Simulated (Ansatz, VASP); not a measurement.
One calculation of Ga3AsP2, two programs

```xyz
6
Lattice="-1.9336 5.8011 2.7349 1.9336 -5.8011 2.7349 1.9336 5.8011 -2.7349" Properties=species:S:1:pos:R:3 pbc="T T T"
P     0.0000    3.8583    0.0019
P     0.0000    7.7439    0.0019
Ga    1.9336    3.8134    1.3351
Ga    0.0000    1.9877    4.0700
Ga    1.9336    0.0000    1.4328
As    0.0000    0.0000   -0.0044
```

Alike in both runs: task single point; functional PBE; k mesh 6 × 6 × 6; no spin polarisation.

|  | VASP | Ansatz |
| --- | --- | --- |
| version | VASP 6.6.1 | Ansatz 0.2.0 |
| potentials or method | VASP PAW PBE potentials, release 64 (P, Ga_d, As) | plane waves, PAW |
| plane-wave cutoff (eV) | 520 | 420 |
| occupations | gaussian, width 0.01 eV | fixed |
| valence electrons in the cell | 54 | 64 |

VASP gave:

* gap on the k mesh at the Fermi level (eV): 1.45
* pressure (GPa): 5.1
* rms of the force components (eV/Å): 0.017

Problem. Which values does Ansatz return?

Solution. gap on the k mesh at the Fermi level (eV): 1.46; pressure (GPa): 5.1; rms of the force components (eV/Å): 0.013.

VASP's potentials hold 54 valence electrons a cell and Ansatz's 64, so a difference there can come from the potentials and not from the codes.
